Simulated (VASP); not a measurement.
# C (P6/mmm) in VASP: a series of runs

Runs on C. Level: PBE+D3(BJ). Tasks: single point.

Program: VASP 6.6.1. These are calculated values, not measurements. Logs are shortened: lines on timing, memory, paths and dates and some standing lists are left out, and cuts for length are marked.

## Step 1: The cell of the first run

It takes space group P6/mmm (No. 191, hexagonal). The conventional cell has a = 2.459 Å, b = 2.459 Å, c = 3.369 Å, α = 90.00°, β = 90.00°, γ = 120.00°. C (site symmetry -6m2) has 3 C at 1.42 Å within 1.9 Å.

## Step 2: Single point, PBE+D3(BJ) (8.82 Å³/atom)

The input, INCAR:

```
PREC     = Accurate       # precision mode
ENCUT    = 520            # plane-wave cutoff, eV
EDIFF    = 1E-7           # SCF threshold, eV
ISMEAR   = 0              # smearing method
SIGMA    = 0.1            # smearing width, eV
LREAL    = False          # projectors in reciprocal space
LASPH    = True           # aspherical terms in the spheres
NELM     = 100            # most SCF steps
ALGO     = Normal         # electronic algorithm
ISIF     = 2              # what is computed and relaxed
LWAVE    = False          # write WAVECAR
LCHARG   = False          # write CHGCAR
GGA      = PE             # functional
IVDW     = 12             # dispersion correction
NBANDS   = 11             # bands
```

The input, KPOINTS:

```
regular mesh
0
Gamma
  18 18 12
```

The input, POSCAR:

```
C
1.0
    2.4590971516      0.0000000000      0.0000000000
   -1.2295485758      2.1296406036      0.0000000000
    0.0000000000      0.0000000000      3.3687832880
C
2
Direct
    0.3333333333      0.6666666667      0.0000000000
    0.6666666667      0.3333333333      0.0000000000
```

Potentials or basis: VASP PAW PBE potentials, release 64 (C).

Launch:

```sh
> cat potpaw_PBE.64/C/POTCAR > POTCAR
> mpirun -np 1 vasp_std > vasp.out
```

OUTCAR:

```text
PREC = Accurate
   ENCUT = 520
   EDIFF = 1E-7
   ISMEAR = 0
   LREAL = False
   LASPH = True
   NELM = 100
   ISIF = 2
   GGA = PE
   IVDW = 12
 IVDW          = 12

 ion  position               nearest neighbor table
   1  0.333  0.667  0.000-   2 1.42   2 1.42   2 1.42
   2  0.667  0.333  0.000-   1 1.42   1 1.42   1 1.42

  LATTYP: Found a hexagonal cell.
 ALAT       =     2.4590971516
 C/A-ratio  =     1.3699268798

  Lattice vectors:

 A1 = (   2.4590971516,   0.0000000000,   0.0000000000)
 A2 = (  -1.2295485758,   2.1296406036,   0.0000000000)
 A3 = (   0.0000000000,   0.0000000000,   3.3687832880)

Analysis of symmetry for initial positions (statically):
=====================================================================
 Subroutine PRICEL returns:
 Original cell was already a primitive cell.

 Routine SETGRP: Setting up the symmetry group for a
 hexagonal supercell.

 Subroutine GETGRP returns: Found 24 space group operations
 (whereof 24 operations were pure point group operations)
 out of a pool of 24 trial point group operations.

The static configuration has the point symmetry D_6h.

Analysis of symmetry for dynamics (positions and initial velocities):
=====================================================================
 Subroutine PRICEL returns:
 Original cell was already a primitive cell.

 Routine SETGRP: Setting up the symmetry group for a
 hexagonal supercell.

 Subroutine GETGRP returns: Found 24 space group operations
 (whereof 24 operations were pure point group operations)
 out of a pool of 24 trial point group operations.

The dynamic configuration has the point symmetry D_6h.

 Subroutine INISYM returns: Found 24 space group operations
 (whereof 24 operations are pure point group operations),
 and found     1 'primitive' translations

----------------------------------------------------------------------------------------

                                     Primitive cell

  volume of cell :      17.6423

  direct lattice vectors                    reciprocal lattice vectors
     2.459097152  0.000000000  0.000000000     0.406653312  0.234781399  0.000000000
    -1.229548576  2.129640604  0.000000000     0.000000000  0.469562798  0.000000000
     0.000000000  0.000000000  3.368783288     0.000000000  0.000000000  0.296843078

  length of vectors
     2.459097152  2.459097152  3.368783288     0.469562798  0.469562798  0.296843078

  position of ions in fractional coordinates (direct lattice)
     0.333333333  0.666666667  0.000000000
     0.666666667  0.333333333  0.000000000

  ion indices of the primitive-cell ions
   primitive index   ion index
                 1           1
                 2           2

----------------------------------------------------------------------------------------

 KPOINTS: regular mesh

Automatic generation of k-mesh.
 Grid dimensions read from file:
 generate k-points for:   18   18   12

 Generating k-lattice:

  Cartesian coordinates                     Fractional coordinates (reciprocal lattice)
     0.022591851  0.013043411  0.000000000     0.055555556  0.000000000  0.000000000
     0.000000000  0.026086822  0.000000000     0.000000000  0.055555556  0.000000000
     0.000000000  0.000000000  0.024736923     0.000000000  0.000000000  0.083333333

  Length of vectors
     0.026086822  0.026086822  0.024736923

  Shift w.r.t. Gamma in fractional coordinates (k-lattice)
     0.000000000  0.000000000  0.000000000

 Subroutine IBZKPT returns following result:
 ===========================================

 Found    259 irreducible k-points:

 Following reciprocal coordinates:
            Coordinates               Weight
  0.000000  0.000000  0.000000      1.000000
  0.055556  0.000000  0.000000      6.000000
  0.111111  0.000000  0.000000      6.000000
  0.166667  0.000000  0.000000      6.000000
  0.222222  0.000000  0.000000      6.000000
  0.277778  0.000000  0.000000      6.000000
[... 16 lines left out ...]
  0.333333  0.111111  0.000000     12.000000
  0.388889  0.111111  0.000000     12.000000
 [... further k-points ...]
   k-points           NKPTS =    259   k-points in BZ     NKDIM =    259   number of bands    NBANDS=     11
   number of dos      NEDOS =    301   number of ions     NIONS =      2
   total plane-waves  NPLWV =   9072
   dimension x,y,z NGX =    18 NGY =   18 NGZ =   28
   dimension x,y,z NGXF=    36 NGYF=   36 NGZF=   56
   ions per type =               2
   NGX,Y,Z   is equivalent  to a cutoff of  12.17, 12.17, 13.82 a.u.
   NGXF,Y,Z  is equivalent  to a cutoff of  24.34, 24.34, 27.64 a.u.
 SYSTEM =  unknown system
   PREC   = accura    normal or accurate (medium, high low for compatibility)
   ISTART =      0    job   : 0-new  1-cont  2-samecut
   ICHARG =      2    charge: 1-file 2-atom 10-const
   ISPIN  =      1    spin polarized calculation?
   LNONCOLLINEAR =      F non collinear calculations
   LSORBIT =      F    spin-orbit coupling
   LASPH  =      T    aspherical Exc in radial PAW
   ENCUT  =  520.0 eV  38.22 Ry    6.18 a.u.   4.57  4.57  6.26*2*pi/ulx,y,z
   NELM   =    100;   NELMIN=  2; NELMDL= -5     # of ELM steps
   EDIFF  = 0.1E-06   stopping-criterion for ELM
   LREAL  =      F    real-space projection
   EDIFFG = 0.1E-05   stopping-criterion for IOM
   NSW    =      0    number of steps for IOM
   IBRION =     -1    ionic relax: 0-MD 1-quasi-New 2-CG
   NFREE  =      0    steps in history (QN), initial steepest desc. (CG)
   ISIF   =      2    stress and relaxation
   ISYM   =      2    0-nonsym 1-usesym 2-fastsym
   POTIM  = 0.5000    time-step for ionic-motion
   TEBEG  =    0.0;   TEEND  =   0.0 temperature during run
   PSTRESS=    0.0 pullay stress
   NELECT =       8.0000    total number of electrons
   NUPDOWN=      -1.0000    fix difference up-down
   EMIN   =  10.00;   EMAX   =-10.00  energy-range for DOS
   EFERMI =   0.00;   METHOD = LEGACY
   ISMEAR =     0;   SIGMA  =   0.10  broadening in eV -4-tet -1-fermi 0-gaus
   EFERMI_NEDOS =   21; number of points for ismear=-14 and -15
   IALGO  =     38    algorithm
   IMIX   =      4    mixing-type and parameters
     AMIX     =   0.40;   BMIX     =  1.00
     AMIX_MAG =   1.60;   BMIX_MAG =  1.00
  volume/ion in A,a.u.               =       8.82        59.53
  Fermi-wavevector in a.u.,A,eV,Ry     =   1.257727  2.376760 21.522754  1.581878
  Thomas-Fermi vector in A             =   2.391372
   LORBIT       =      0    0 simple, 1 ext, 2 COOP (PROOUT), +10 PAW based schemes
   GGA     = PE    functional components
   LHFCALC =     F    Hartree Fock is set to
   AEXX    =    0.0000 exact exchange contribution
   IVDW    =    12    specifies the selected vdW correction
   LEPSILON=     F    determine dielectric tensor
   LRPA    =     F    only Hartree local field effects (RPA)
 non-spin polarized calculation
 Gauss-broadening in eV      SIGMA  =   0.10
  energy-cutoff  :      520.00
  volume of cell :       17.64
 maximum number of plane-waves:       492
   NGX =  9   NGY =  9   NGZ = 13

 number of electron       7.9999997 magnetization

 Free energy of the ion-electron system (eV)
  ---------------------------------------------------
  ext. energy  EPLUGINS =         0.00000000
  ---------------------------------------------------
  free energy    TOTEN  =       -18.39827461 eV

  energy without entropy =      -18.39815079  energy(sigma->0) =      -18.39821270

 E-fermi :   4.6995     XC(G=0): -10.2909

 val. band max:        4.6978563398   @ k =   0.3333   0.3333   0.2500
 cond. band min:       4.9735163026   @ k =   0.3333   0.2778   0.5000
 fundamental gap:      0.2756599628
 Fermi energy:         4.6994853270

 k-point     1 :       0.0000    0.0000    0.0000
  band No.  band energies     occupation
      1     -15.0034      2.00000
      2      -1.9156      2.00000
      3       1.6837      2.00000
      4       1.6837      2.00000
      5       8.9335      0.00000
      6      13.0490      0.00000
      7      13.0490      0.00000
      8      16.4626      0.00000
      9      17.2109      0.00000
     10      26.9040      0.00000
     11      30.7011      0.00000

 k-point     2 :       0.0556    0.0000    0.0000
  band No.  band energies     occupation
      1     -14.9293      2.00000
      2      -1.8309      2.00000
      3       1.3821      2.00000
      4       1.5252      2.00000
      5       9.0225      0.00000
      6      13.0870      0.00000
      7      13.3678      0.00000
      8      16.2214      0.00000
      9      17.3358      0.00000
     10      27.1293      0.00000
     11      30.4784      0.00000

 k-point     3 :       0.1111    0.0000    0.0000
  band No.  band energies     occupation
      1     -14.7077      2.00000
      2      -1.5780      2.00000
      3       0.5541      2.00000
      4       1.1044      2.00000
      5       9.2902      0.00000
      6      13.1220      0.00000
      7      14.2656      0.00000
      8      15.5355      0.00000
      9      17.7374      0.00000
     10      27.7083      0.00000
     11      29.7001      0.00000

 k-point     4 :       0.1667    0.0000    0.0000
  band No.  band energies     occupation
      1     -14.3396      2.00000
      2      -1.1604      2.00000
      3      -0.6347      2.00000
      4       0.5388      2.00000
      5       9.7370      0.00000
      6      13.0475      0.00000
      7      14.4965      0.00000
      8      15.6120      0.00000
      9      18.4065      0.00000
     10      28.2758      0.00000
     11      28.4963      0.00000
[... 239 lines left out ...]
 k-point    22 :       0.2778    0.1111    0.0000
  band No.  band energies     occupation
      1     -12.1702      2.00000
      2      -4.8987      2.00000
      3      -1.9690      2.00000
      4       1.2092      2.00000
      5      10.0863      0.00000
      6      12.3897      0.00000
      7      13.6237      0.00000
      8      18.3574      0.00000
      9      22.2446      0.00000
     10      23.3848      0.00000
     11      26.2540      0.00000

 k-point    23 :       0.3333    0.1111    0.0000
  band No.  band energies     occupation
      1     -11.2587      2.00000
      2      -6.2898      2.00000
      3      -2.3418      2.00000
      4       2.1119      2.00000
      5       8.7664      0.00000
      6      13.2273      0.00000
      7      13.7359      0.00000
      8      18.4935      0.00000
      9      22.6300      0.00000
     10      22.7688      0.00000
     11      26.6992      0.00000

 k-point    24 :       0.3889    0.1111    0.0000
  band No.  band energies     occupation
      1     -10.2535      2.00000
      2      -7.5968      2.00000
      3      -2.5678      2.00000
      4       2.9442      2.00000
      5       7.6686      0.00000
      6      13.2335      0.00000
      7      14.8723      0.00000
      8      17.5614      0.00000
      9      22.1786      0.00000
     10      23.6525      0.00000
     11      27.4354      0.00000

 [... further k-points ...]

------------------------ aborting loop because EDIFF is reached ----------------------------------------

 Edisp (eV)   -0.31118

 E8    (eV) :    -0.0881

  FORCE on cell =-STRESS in cart. coord.  units (eV):
  Direction    XX          YY          ZZ          XY          YZ          ZX
  --------------------------------------------------------------------------------------
  -------------------------------------------------------------------------------------
  Total       0.36874     0.36874     0.28313    -0.00000     0.00000     0.00000
  in kB      33.48741    33.48741    25.71245    -0.00000     0.00000     0.00000
  external pressure =       30.90 kB  Pullay stress =        0.00 kB

 VOLUME and BASIS-vectors are now :
 -----------------------------------------------------------------------------
  energy-cutoff  :      520.00
  volume of cell :       17.64
      direct lattice vectors                 reciprocal lattice vectors
     2.459097152  0.000000000  0.000000000     0.406653312  0.234781399  0.000000000
    -1.229548576  2.129640604  0.000000000     0.000000000  0.469562798  0.000000000
     0.000000000  0.000000000  3.368783288     0.000000000  0.000000000  0.296843078

 POSITION                                       TOTAL-FORCE (eV/Angst)
 -----------------------------------------------------------------------------------
     -0.00000      1.41976      0.00000        -0.000000      0.000000      0.000000
      1.22955      0.70988      0.00000         0.000000     -0.000000     -0.000000
 -----------------------------------------------------------------------------------
    total drift:                                0.000000     -0.000000      0.000000

  FREE ENERGIE OF THE ION-ELECTRON SYSTEM (eV)
  ---------------------------------------------------
  free  energy   TOTEN  =       -18.7094526645 eV

  energy  without entropy=      -18.7093288386  energy(sigma->0) =      -18.70939075
```

Run time: 21 s. Hardware: 1 thread of AMD EPYC 9R45 (Zen 5), shared host; peak memory 0.13 GiB.

What came out:

```
Free energy                : -18.7095 eV
Pressure                   : 3.1 GPa
Band gap on the k mesh     : zero (bands 4 and 5 overlap by 1.32 eV)
Dispersion energy per atom : -0.156 eV
```

Stress tensor (GPa, compression positive):
```
3.35 0.00 0.00
0.00 3.35 0.00
0.00 0.00 2.57
```

Caveat: the cell stands under pressure.

## Step 3: Single point, PBE+D3(BJ) (9.10 Å³/atom)

This run uses another cell than the first one, of 9.10 Å³/atom.

The input, INCAR:

```
ALGO = Normal
EDIFF = 1E-7
ENCUT = 520
GGA = PE
ISIF = 2
ISMEAR = 0
IVDW = 12
LASPH = T
LCHARG = T
LELF = T
LREAL = F
LVHAR = T
LWAVE = F
NBANDS = 11
NELM = 60
PREC = Accurate
SIGMA = 0.1
```

The input, KPOINTS:

```
k-points
0
Gamma
  18 18 12
```

The input, POSCAR:

```
C
1.0
    2.4623195531      0.0000000000      0.0000000000
   -1.2311597765      2.1324312852      0.0000000000
    0.0000000000      0.0000000000      3.4672048423
C
2
Direct
    0.3333333333      0.6666666667      0.0000000000
    0.6666666667      0.3333333333      0.0000000000
```

Potentials or basis: VASP PAW PBE potentials, release 64 (C).

Launch:

```sh
> cat potpaw_PBE.64/C/POTCAR > POTCAR
> mpirun -np 1 vasp_std > vasp.out
```

Run time: 25 s. Hardware: 1 thread of AMD EPYC 9R45 (Zen 5), shared host; peak memory 0.13 GiB.

The run converged. Its results:

```
Free energy                : -18.7162 eV
Pressure                   : 1.5 GPa
Band gap on the k mesh     : zero (bands 4 and 5 overlap by 1.11 eV)
Dispersion energy per atom : -0.150 eV
```

Stress tensor (GPa, compression positive):
```
1.77 0.00 0.00
0.00 1.77 0.00
0.00 0.00 1.00
```

Levels at points of the mesh, in eV from the Fermi level:
| k point | band 2 | band 3 | band 4 | band 5 | band 6 | band 7 |
| --- | --- | --- | --- | --- | --- | --- |
| (0.00, 0.00, 0.00) | -6.74 | -3.02 | -3.02 | 4.03 | 8.33 | 8.33 |
| (0.50, 0.00, 0.00) | -13.31 | -6.42 | -1.74 | 2.49 | 7.28 | 11.06 |
| (0.00, 0.00, 0.50) | -8.41 | -3.00 | -3.00 | 8.41 | 8.41 | 9.81 |
| (0.50, 0.00, 0.50) | -13.17 | -6.38 | -2.93 | 0.98 | 7.59 | 13.26 |

## Step 4: Single point, PBE+D3(BJ) (9.67 Å³/atom)

This run uses another cell than the first one, of 9.67 Å³/atom.

The input, INCAR:

```
SYSTEM = C
ALGO = Normal
EDIFF = 1E-7
ENCUT = 520
GGA = PE
ISIF = 2
ISMEAR = 0
IVDW = 12
LASPH = .TRUE.
LCHARG = .FALSE.
LREAL = .FALSE.
LWAVE = .FALSE.
NBANDS = 11
NELM = 60
PREC = Accurate
SIGMA = 0.1
```

The input, KPOINTS:

```
k-points
0
G
  18 18 12
  0 0 0
```

The input, POSCAR:

```
C
1.0
    2.4664473390      0.0000000000      0.0000000000
   -1.2332236695      2.1360060527      0.0000000000
    0.0000000000      0.0000000000      3.6693583236
C
2
Direct
    0.3333333333      0.6666666667      0.0000000000
    0.6666666667      0.3333333333      0.0000000000
```

Launch:

```sh
> cat potpaw_PBE.64/C/POTCAR > POTCAR
> mpirun -np 1 vasp_std > vasp.out
```

It took 24 s on 1 thread of AMD EPYC 9R45 (Zen 5), shared host; peak memory 0.13 GiB.

Results (log left out):

| Item | Value |
| --- | --- |
| Free energy | -18.7170 eV |
| Pressure | -0.3 GPa |
| Band gap on the k mesh | zero (bands 4 and 5 overlap by 0.77 eV) |
| Dispersion energy per atom | -0.140 eV |

Stress tensor (GPa, compression positive):
```
-0.07  0.00  0.00
 0.00 -0.07  0.00
 0.00  0.00 -0.79
```

Levels at points of the mesh, in eV from the Fermi level:
| k point | band 1 | band 2 | band 3 | band 4 | band 5 | band 6 | band 7 | band 8 |
| --- | --- | --- | --- | --- | --- | --- | --- | --- |
| (0.00, 0.00, 0.00) | -19.57 | -6.96 | -3.03 | -3.03 | 3.69 | 8.30 | 8.30 | 11.53 |
| (0.50, 0.00, 0.00) | -14.31 | -13.26 | -6.41 | -1.92 | 2.27 | 7.28 | 10.85 | 11.14 |
| (0.00, 0.00, 0.50) | -19.43 | -8.18 | -3.02 | -3.02 | 8.34 | 8.34 | 8.67 | 11.33 |
| (0.50, 0.00, 0.50) | -14.21 | -13.17 | -6.39 | -2.76 | 1.15 | 7.48 | 13.02 | 15.73 |

## Step 5: Summary

```csv
cell,gap on the mesh (eV),pressure (GPa)
"a = 2.459, b = 2.459, c = 3.369 Å, angles 90.0, 90.0, 120.0°, 2 atoms",none,3.1
"a = 2.462, b = 2.462, c = 3.467 Å, angles 90.0, 90.0, 120.0°, 2 atoms",none,1.5
"a = 2.466, b = 2.466, c = 3.669 Å, angles 90.0, 90.0, 120.0°, 2 atoms",none,-0.3
```

Alike in all rows: task single point; level PBE+D3(BJ); potentials or basis VASP PAW PBE potentials, release 64 (C); no spin polarisation; k mesh 18 × 18 × 12; cutoff (eV) 520; smearing gaussian 0.1 eV.

Caveats: the cell stands under pressure (at least some runs).

Absolute energies hang on the potentials; compare differences alone.
